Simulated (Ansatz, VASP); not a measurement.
## Al32O: VASP beside Ansatz

```
Al O
1.0
     8.10000    0.00000    0.00000
     0.00000    8.10000    0.00000
     0.00000    0.00000    8.10000
Al O
32 1
Cartesian
  4.0862 0.0359 -0.0013
  6.0386 1.9884 -0.0014
  6.0671 0.0074 2.0322
  -0.0109 0.0268 0.0102
  2.0355 1.9973 0.0101
  4.0771 4.0389 0.0102
  6.0476 6.0853 0.0101
  2.0241 0.0360 2.0608
  4.0576 2.0169 2.0322
  6.0384 4.0505 2.0608
  4.0576 0.0074 4.0416
  6.0670 2.0168 4.0416
  6.0384 0.0361 6.0753
  -0.0856 3.9643 0.0852
  2.1101 6.1600 0.0849
  0.0007 1.9883 2.0608
  2.0357 4.0389 2.0515
  4.0862 6.0739 2.0607
  0.0007 0.0360 4.0130
  2.0240 1.9883 4.0131
  4.0862 4.0505 4.0130
  6.0386 6.0738 4.0131
  2.0357 0.0268 6.0637
  4.0863 1.9882 6.0753
  6.0476 4.0389 6.0637
  -0.0109 6.0854 2.0515
  -0.0109 4.0389 4.0221
  2.0355 6.0853 4.0221
  -0.0109 1.9974 6.0637
  2.1108 3.9639 5.9888
  4.0771 6.0854 6.0637
  -0.0858 6.1605 5.9890
  1.0123 5.0619 7.0865
```

Alike in both runs: functional PBEsol; k mesh 2 × 2 × 2; occupations fermi-dirac, width 0.15 eV; no spin polarisation.

Ansatz relaxed the structure, and its values are those at the end. VASP's run is a single point on that final structure, the one shown.

|  | VASP | Ansatz |
| --- | --- | --- |
| version | VASP 6.6.1 | Ansatz 0.2.0 |
| potentials or method | VASP PAW PBE potentials, release 64 (Al, O), cutoff 520 eV | scalar-relativistic, plane waves, PAW |
| valence electrons in the cell | 102 | 102 |

|  | VASP | Ansatz | Ansatz less VASP |
| --- | --- | --- | --- |
| rms of the force components (eV/Å) | 0.004 | 0.002 | -0.0016 |

VASP's potentials were made for PBE, not for PBEsol, and Ansatz warns of the same on its side. With one functional, cell and mesh, what is left measures potentials, basis and numerics.

The k mesh is coarse, so the values compare programs but aren't converged.
